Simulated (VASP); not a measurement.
# Ag (P6_3/mmc) in VASP: notebook, part 2 of 2

VASP 6.6.1.

### 4 Single point, PBEsol, non-collinear spin, zero start, spin-orbit coupling

This run uses another cell than the first one, of 17.81 Å³/atom, 0.962 times its volume.

INCAR

```
SYSTEM = Ag
ALGO     = Fast           ! electronic algorithm
EDIFF    = 1E-6           ! SCF threshold, eV
ENCUT    = 520            ! plane-wave cutoff, eV
GGA      = PS             ! functional
GGA_COMPAT= .FALSE.      
ISIF     = 2              ! what is computed and relaxed
ISMEAR   = -1             ! smearing method
LASPH    = .TRUE.         ! aspherical terms in the spheres
LCHARG   = .FALSE.        ! write CHGCAR
LMAXMIX  = 4              ! l up to which the mixer works
LORBIT   = 11             ! projections on sites
LORBMOM  = .TRUE.       
LREAL    = .FALSE.        ! projectors in reciprocal space
LSORBIT  = .TRUE.         ! spin-orbit coupling
LWAVE    = .FALSE.        ! write WAVECAR
MAGMOM   = 0 0 0 0 0 0    ! initial moments
NBANDS   = 34             ! bands
NELM     = 150            ! most SCF steps
PREC     = Accurate       ! precision mode
SIGMA    = 0.05           ! smearing width, eV
```

KPOINTS

```
k-points
0
G
  10 10 6
  0 0 0
```

POSCAR

```
Ag
1.0
    2.9300000000      0.0000000000      0.0000000000
   -1.4650000000      2.5374544331      0.0000000000
    0.0000000000      0.0000000000      4.7900000000
Ag
2
Direct
    0.6666666667      0.3333333333      0.7500000000
    0.3333333333      0.6666666667      0.2500000000
```

Started as:

```
$ cat potpaw_PBE.64/Ag/POTCAR > POTCAR
$ mpirun -np 1 vasp_ncl > vasp.out
```

It took 65 s on 1 thread of Intel Xeon 6975P-C (Granite Rapids), shared host; peak memory 0.28 GiB.

Results (log left out):

```
Free energy                                           : -6.6046 eV
Pressure                                              : -6.4 GPa
Net moment                                            : 0.00 μB per cell
Valence electrons inside the program's atomic spheres : Ag 9.82
```

Stress tensor (GPa, compression positive):
```
-6.18  0.00  0.00
 0.00 -6.18  0.00
 0.00  0.00 -6.80
```

Moments on the atoms (μB; x, y, z):
```
Ag  0.00 0.00 0.00
Ag  0.00 0.00 0.00
```

Caveat: the PAW data sets were made with another functional, which shifts forces and pressure a little.

### 5 Single point, LDA (volume scaled by 0.94)

INCAR

```
SYSTEM = Ag
PREC     = Accurate       ! precision mode
ENCUT    = 520            ! plane-wave cutoff, eV
EDIFF    = 1E-6           ! SCF threshold, eV
ISMEAR   = -1             ! smearing method
SIGMA    = 0.05           ! smearing width, eV
LREAL    = .False.        ! projectors in reciprocal space
LASPH    = .True.         ! aspherical terms in the spheres
NELM     = 60             ! most SCF steps
ALGO     = Fast           ! electronic algorithm
ISIF     = 2              ! what is computed and relaxed
LWAVE    = .False.        ! write WAVECAR
LCHARG   = .False.        ! write CHGCAR
NBANDS   = 18             ! bands
```

KPOINTS

```
regular mesh
0
Gamma
  10 10 6
  0 0 0
```

POSCAR

```
Ag
1.0
    2.8701872985      0.0000000000      0.0000000000
   -1.4350936493      2.4856551142      0.0000000000
    0.0000000000      0.0000000000      4.6922174607
Ag
2
Direct
    0.6666666667      0.3333333333      0.7500000000
    0.3333333333      0.6666666667      0.2500000000
```

Potentials or basis: VASP PAW LDA potentials, release 64 (Ag).

Started as:

```
$ cat potpaw_LDA.64/Ag/POTCAR > POTCAR
$ mpirun -np 1 vasp_std > vasp.out
```

OUTCAR:

```text
SYSTEM = Ag
   PREC = Accurate
   ENCUT = 520
   EDIFF = 1E-6
   ISMEAR = -1
   LREAL = .False.
   LASPH = .True.
   NELM = 60
   ISIF = 2

 ion  position               nearest neighbor table
   1  0.667  0.333  0.750-   2 2.87   2 2.87   2 2.87   2 2.87   2 2.87   2 2.87
   2  0.333  0.667  0.250-   1 2.87   1 2.87   1 2.87   1 2.87   1 2.87   1 2.87

  LATTYP: Found a hexagonal cell.
 ALAT       =     2.8701872985
 C/A-ratio  =     1.6348122867

  Lattice vectors:

 A1 = (   2.8701872985,   0.0000000000,   0.0000000000)
 A2 = (  -1.4350936493,   2.4856551142,   0.0000000000)
 A3 = (   0.0000000000,   0.0000000000,   4.6922174607)

Analysis of symmetry for initial positions (statically):
=====================================================================
 Subroutine PRICEL returns:
 Original cell was already a primitive cell.

 Routine SETGRP: Setting up the symmetry group for a
 hexagonal supercell.

 Subroutine GETGRP returns: Found 24 space group operations
 (whereof 12 operations were pure point group operations)
 out of a pool of 24 trial point group operations.

The static configuration has the point symmetry D_3d.
 The point group associated with its full space group is D_6h.

Analysis of symmetry for dynamics (positions and initial velocities):
=====================================================================
 Subroutine PRICEL returns:
 Original cell was already a primitive cell.

 Routine SETGRP: Setting up the symmetry group for a
 hexagonal supercell.

 Subroutine GETGRP returns: Found 24 space group operations
 (whereof 12 operations were pure point group operations)
 out of a pool of 24 trial point group operations.

The dynamic configuration has the point symmetry D_3d.
 The point group associated with its full space group is D_6h.

 Subroutine INISYM returns: Found 24 space group operations
 (whereof 12 operations are pure point group operations),
 and found     1 'primitive' translations

----------------------------------------------------------------------------------------

                                     Primitive cell

  volume of cell :      33.4757

  direct lattice vectors                    reciprocal lattice vectors
     2.870187298  0.000000000  0.000000000     0.348409318  0.201154214  0.000000000
    -1.435093649  2.485655114  0.000000000     0.000000000  0.402308427  0.000000000
     0.000000000  0.000000000  4.692217461     0.000000000  0.000000000  0.213118852

  length of vectors
     2.870187298  2.870187299  4.692217461     0.402308427  0.402308427  0.213118852

  position of ions in fractional coordinates (direct lattice)
     0.666666667  0.333333333  0.750000000
     0.333333333  0.666666667  0.250000000

  ion indices of the primitive-cell ions
   primitive index   ion index
                 1           1
                 2           2

----------------------------------------------------------------------------------------

 KPOINTS: regular mesh

Automatic generation of k-mesh.
 Grid dimensions read from file:
 generate k-points for:   10   10    6

 Generating k-lattice:

  Cartesian coordinates                     Fractional coordinates (reciprocal lattice)
     0.034840932  0.020115421  0.000000000     0.100000000 -0.000000000  0.000000000
     0.000000000  0.040230843  0.000000000     0.000000000  0.100000000  0.000000000
     0.000000000  0.000000000  0.035519809     0.000000000  0.000000000  0.166666667

  Length of vectors
     0.040230843  0.040230843  0.035519809

  Shift w.r.t. Gamma in fractional coordinates (k-lattice)
     0.000000000  0.000000000  0.000000000

 Subroutine IBZKPT returns following result:
 ===========================================

 Found     56 irreducible k-points:

 Following reciprocal coordinates:
            Coordinates               Weight
  0.000000  0.000000  0.000000      1.000000
  0.100000  0.000000  0.000000      6.000000
  0.200000  0.000000  0.000000      6.000000
  0.300000  0.000000  0.000000      6.000000
  0.400000  0.000000  0.000000      6.000000
  0.500000  0.000000  0.000000      3.000000
[... 16 lines left out ...]
  0.300000  0.100000  0.166667     24.000000
  0.400000  0.100000  0.166667     24.000000
 [... further k-points ...]
   k-points           NKPTS =     56   k-points in BZ     NKDIM =     56   number of bands    NBANDS=     18
   number of dos      NEDOS =    301   number of ions     NIONS =      2
   total plane-waves  NPLWV =  20736
   dimension x,y,z NGX =    24 NGY =   24 NGZ =   36
   dimension x,y,z NGXF=    48 NGYF=   48 NGZF=   72
   ions per type =               2
   NGX,Y,Z   is equivalent  to a cutoff of  13.90, 13.90, 12.75 a.u.
   NGXF,Y,Z  is equivalent  to a cutoff of  27.80, 27.80, 25.51 a.u.
 SYSTEM =  Ag
   PREC   = accura    normal or accurate (medium, high low for compatibility)
   ISTART =      0    job   : 0-new  1-cont  2-samecut
   ICHARG =      2    charge: 1-file 2-atom 10-const
   ISPIN  =      1    spin polarized calculation?
   LNONCOLLINEAR =      F non collinear calculations
   LSORBIT =      F    spin-orbit coupling
   LASPH  =      T    aspherical Exc in radial PAW
   ENCUT  =  520.0 eV  38.22 Ry    6.18 a.u.   5.34  5.34  8.72*2*pi/ulx,y,z
   NELM   =     60;   NELMIN=  2; NELMDL= -5     # of ELM steps
   EDIFF  = 0.1E-05   stopping-criterion for ELM
   LREAL  =      F    real-space projection
   EDIFFG = 0.1E-04   stopping-criterion for IOM
   NSW    =      0    number of steps for IOM
   IBRION =     -1    ionic relax: 0-MD 1-quasi-New 2-CG
   NFREE  =      0    steps in history (QN), initial steepest desc. (CG)
   ISIF   =      2    stress and relaxation
   ISYM   =      2    0-nonsym 1-usesym 2-fastsym
   POTIM  = 0.5000    time-step for ionic-motion
   TEBEG  =    0.0;   TEEND  =   0.0 temperature during run
   PSTRESS=    0.0 pullay stress
   NELECT =      22.0000    total number of electrons
   NUPDOWN=      -1.0000    fix difference up-down
   EMIN   =  10.00;   EMAX   =-10.00  energy-range for DOS
   EFERMI =   0.00;   METHOD = LEGACY
   ISMEAR =    -1;   SIGMA  =   0.05  broadening in eV -4-tet -1-fermi 0-gaus
   EFERMI_NEDOS =   21; number of points for ismear=-14 and -15
   IALGO  =     68    algorithm
   IMIX   =      4    mixing-type and parameters
     AMIX     =   0.40;   BMIX     =  1.00
     AMIX_MAG =   1.60;   BMIX_MAG =  1.00
  volume/ion in A,a.u.               =      16.74       112.95
  Fermi-wavevector in a.u.,A,eV,Ry     =   1.423331  2.689706 27.563659  2.025872
  Thomas-Fermi vector in A             =   2.543940
   LORBIT       =      0    0 simple, 1 ext, 2 COOP (PROOUT), +10 PAW based schemes
   GGA     = CA    functional components
   LHFCALC =     F    Hartree Fock is set to
   AEXX    =    0.0000 exact exchange contribution
   IVDW    =     0    specifies the selected vdW correction
   LEPSILON=     F    determine dielectric tensor
   LRPA    =     F    only Hartree local field effects (RPA)
 non-spin polarized calculation
 RMM-DIIS sequential band-by-band and
  energy-cutoff  :      520.00
  volume of cell :       33.48
 maximum number of plane-waves:       917
 NGX is ok and might be reduce to    24
   NGX = 11   NGY = 11   NGZ = 17

 number of electron      21.9999997 magnetization

 Free energy of the ion-electron system (eV)
  ---------------------------------------------------
  ext. energy  EPLUGINS =         0.00000000
  ---------------------------------------------------
  free energy    TOTEN  =        -7.51876860 eV

  energy without entropy =       -7.51282500  energy(sigma->0) =       -7.51579680

 E-fermi :   8.4007     XC(G=0): -12.6907

 val. band max:        8.2078146222   @ k =   0.3000   0.0000   0.3333
 cond. band min:       8.4684055281   @ k =   0.3000   0.2000   0.3333
 fundamental gap:      0.2605909059
 Fermi energy:         8.4007013326

 k-point     1 :       0.0000    0.0000    0.0000
  band No.  band energies     occupation
      1       0.4445      2.00000
      2       1.8961      2.00000
      3       3.5634      2.00000
      4       3.6701      2.00000
      5       3.6701      2.00000
      6       3.9195      2.00000
[... 10 lines left out ...]
     17      26.7909      0.00000
     18      26.7909      0.00000

 k-point     2 :       0.1000    0.0000    0.0000
  band No.  band energies     occupation
      1       0.7233      2.00000
      2       2.0590      2.00000
      3       3.4129      2.00000
      4       3.7962      2.00000
      5       3.8228      2.00000
      6       3.8832      2.00000
[... 10 lines left out ...]
     17      26.2906      0.00000
     18      27.3307      0.00000
[... 442 lines left out ...]
 k-point    24 :       0.4000    0.1000    0.1667
  band No.  band energies     occupation
      1       2.1143      2.00000
      2       2.2215      2.00000
      3       2.8464      2.00000
      4       3.3001      2.00000
      5       3.5946      2.00000
      6       4.2270      2.00000
[... 10 lines left out ...]
     17      20.9470      0.00000
     18      22.9519      0.00000

 [... further k-points ...]
[... 5 lines left out ...]
  --------------------------------------------------------------------------------------
  -------------------------------------------------------------------------------------
  Total       -0.9512766     -0.9512766     -1.0840074      0.0000000      0.0000000      0.0000000
  in kB      -45.5290044    -45.5290044    -51.8816267      0.0000000      0.0000000      0.0000000
  external PRESSURE =     -47.6465452 kB  Pullay stress =       0.0000000 kB

 VOLUME and BASIS-vectors are now :
 -----------------------------------------------------------------------------
  energy-cutoff  :      520.00
  volume of cell :       33.48
      direct lattice vectors                 reciprocal lattice vectors
     2.870187298  0.000000000  0.000000000     0.348409318  0.201154214  0.000000000
    -1.435093649  2.485655114  0.000000000     0.000000000  0.402308427  0.000000000
     0.000000000  0.000000000  4.692217461     0.000000000  0.000000000  0.213118852

 POSITION                                       TOTAL-FORCE (eV/Angst)
 -----------------------------------------------------------------------------------
      1.43509      0.82855      3.51916        -0.000000      0.000000      0.000000
     -0.00000      1.65710      1.17305         0.000000     -0.000000      0.000000
 -----------------------------------------------------------------------------------
    total drift:                               -0.000000      0.000000     -0.000000

  FREE ENERGIE OF THE ION-ELECTRON SYSTEM (eV)
  ---------------------------------------------------
  free  energy   TOTEN  =        -7.5187686001 eV

  energy  without entropy=       -7.5128249991  energy(sigma->0) =       -7.51579680
```

It took 42 s on 1 thread of Intel Xeon 8259CL, shared host; peak memory 0.15 GiB.

What came out:

```yaml
Free_energy: -7.5188 eV
Pressure: -4.8 GPa
Band_gap_on_the_k_mesh: zero (band 11 reaches 11.57 eV, above the bottom of band 12 at 5.02 eV)
```

Caveat: the cell differs from its parent crystal (volume scaled by 0.94).

### 6 Single point, LDA (volume scaled by 0.98)

INCAR

```
PREC = Accurate ; ENCUT = 520
EDIFF = 1E-6 ; ISMEAR = -1
SIGMA = 0.05 ; LREAL = False
LASPH = True ; NELM = 60
ALGO = Normal ; ISIF = 2
LWAVE = False ; LCHARG = False
GGA = CA ; NBANDS = 18
```

KPOINTS

```
Automatic mesh
0
Gamma
  10 10 6
```

POSCAR

```
Ag
1.0
    2.9103349780      0.0000000000      0.0000000000
   -1.4551674890      2.5204240244      0.0000000000
    0.0000000000      0.0000000000      4.7578513803
Ag
2
Direct
    0.6666666667      0.3333333333      0.7500000000
    0.3333333333      0.6666666667      0.2500000000
```

Potentials or basis: VASP PAW LDA potentials, release 64 (Ag).

Started as:

```
$ cat potpaw_LDA.64/Ag/POTCAR > POTCAR
$ mpirun -np 1 vasp_std > vasp.out
```

Wall time 28 s (1 thread of Intel Xeon 8259CL, shared host); peak memory 0.16 GiB.

The run converged. Its results:

- Free energy: -7.4586 eV
- Pressure: -8.7 GPa
- Band gap on the k mesh: zero (band 11 reaches 10.89 eV, above the bottom of band 12 at 4.49 eV)

Stress tensor (GPa, compression positive):
```
-8.54  0.00  0.00
 0.00 -8.54  0.00
 0.00  0.00 -9.15
```

Levels at points of the mesh, in eV from the Fermi level:
```tsv
k point	band 9	band 10	band 11	band 12	band 13	band 14
(0.00, 0.00, 0.00)	-4.00	-3.01	-3.01	-0.36	3.44	15.64
(0.50, 0.00, 0.00)	-2.83	-2.75	0.12	1.49	6.72	7.02
(0.00, 0.00, 0.50)	-3.32	-3.32	-3.32	-3.32	10.94	10.94
(0.50, 0.00, 0.50)	-2.80	-2.80	0.77	0.77	4.44	4.44
```

Caveat: the cell differs from its parent crystal (volume scaled by 0.98).

### 7 Summary

```tsv
level	potentials or basis	spin	cell	gap on the mesh (eV)	pressure (GPa)
r2SCAN	VASP PAW PBE potentials, release 64 (Ag)	off	a = 2.969, b = 2.969, c = 4.853 Å, angles 90.0, 90.0, 120.0°, 2 atoms	none	-5.4
r2SCAN	VASP PAW PBE potentials, release 64 (Ag)	off	a = 2.987, b = 2.987, c = 4.884 Å, angles 90.0, 90.0, 120.0°, 2 atoms	none	-6.7
PBEsol	VASP PAW PBE potentials, release 64 (Ag)	non-collinear, zero start, SOC	a = 2.930, b = 2.930, c = 4.790 Å, angles 90.0, 90.0, 120.0°, 2 atoms	-	-6.4
LDA	VASP PAW LDA potentials, release 64 (Ag)	off	a = 2.870, b = 2.870, c = 4.692 Å, angles 90.0, 90.0, 120.0°, 2 atoms	none	-4.8
LDA	VASP PAW LDA potentials, release 64 (Ag)	off	a = 2.910, b = 2.910, c = 4.758 Å, angles 90.0, 90.0, 120.0°, 2 atoms	none	-8.7
```

Alike in all rows: task single point; k mesh 10 × 10 × 6; cutoff (eV) 520; smearing fermi-dirac 0.05 eV.

Caveats: the PAW data sets were made with another functional, which shifts forces and pressure a little (some runs).

Total energies depend on the potentials used, so only differences within one code and one set of settings carry meaning.
